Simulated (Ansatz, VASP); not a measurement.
# One calculation of HfN, two programs

```
Hf N
1.0
     0.00000    2.25087    2.25087
     2.25087    0.00000    2.25087
     2.25087    2.25087    0.00000
Hf N
1 1
Cartesian
  0.0000 0.0000 0.0000
  2.2509 2.2509 2.2509
```

Alike in both runs: task single point; functional PBEsol; k mesh 16 × 16 × 16; occupations gaussian, width 0.1 eV; no spin polarisation.

|  | VASP | Ansatz |
| --- | --- | --- |
| version | VASP 6.6.1 | Ansatz 0.2.0 |
| potentials or method | VASP PAW PBE potentials, release 64 (Hf_pv, N), cutoff 520 eV | scalar-relativistic, plane waves, PAW |
| valence electrons in the cell | 15 | 31 |

|  | VASP | Ansatz | Ansatz less VASP |
| --- | --- | --- | --- |
| gap on the k mesh at the Fermi level (eV) | none | none | - |
| pressure (GPa) | -2.2 | 0.0 | +2.18 |

VASP's potentials were made for PBE, not for PBEsol. A gap of «none» marks a metal or a gap that the smearing closes. The functional is the same, so the differences come from potentials, cutoffs and numerics. VASP's potentials hold 15 valence electrons a cell and Ansatz's 31, so a difference there can come from the potentials and not from the codes.

Spin-orbit coupling is off throughout.
